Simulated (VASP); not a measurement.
Write the native input for VASP 6.6.1 that does the following.

| Quantity | Value |
| --- | --- |
| Task | single point |
| Functional | PBE |
| Potentials or basis | VASP PAW PBE potentials, release 64 (Rb_sv) |
| Cutoff | 520 eV |
| k mesh | 10 × 10 × 10 |
| Occupations | fermi-dirac, width 0.08 eV |
| Spin | no spin polarisation |
| Dipole correction | no |
| Further INCAR settings | ALGO = Normal; EDIFF = 1e-06; NBANDS = 16 |

The structure of Rb lies in POSCAR:

```
Rb
1.0
   -3.9018942628      3.9018942628      2.1290818311
    3.9018942628     -3.9018942628      2.1290818311
    3.9018942628      3.9018942628     -2.1290818311
Rb
2
Direct
   -0.3750000000     -0.1250000000     -0.2500000000
    0.3750000000      0.1250000000      0.2500000000
```

The input as run:

INCAR

```
ALGO = Normal ; EDIFF = 1E-6
ENCUT = 520 ; GGA = PE
ISIF = 2 ; ISMEAR = -1
LASPH = True ; LCHARG = True
LELF = True ; LREAL = False
LVHAR = True ; LWAVE = False
NBANDS = 16 ; NELM = 100
PREC = Accurate ; SIGMA = 0.08
```

KPOINTS

```
k-points
0
Gamma
  10 10 10
```

Potentials or basis: VASP PAW PBE potentials, release 64 (Rb_sv).

Command:

```sh
$ cat potpaw_PBE.64/Rb_sv/POTCAR > POTCAR
$ mpirun -np 1 vasp_std > vasp.out
```

Results of the run:

```json
{
 "Pressure": "1.9 GPa",
 "Band gap on the k mesh": "zero (band 9 reaches 1.71 eV, above the bottom of band 10 at 0.03 eV)"
}
```

It took 2.9 min on 1 thread of Intel(R) Xeon(R) 6975P-C (Granite Rapids), on a shared host, peak memory 0.41 GiB.
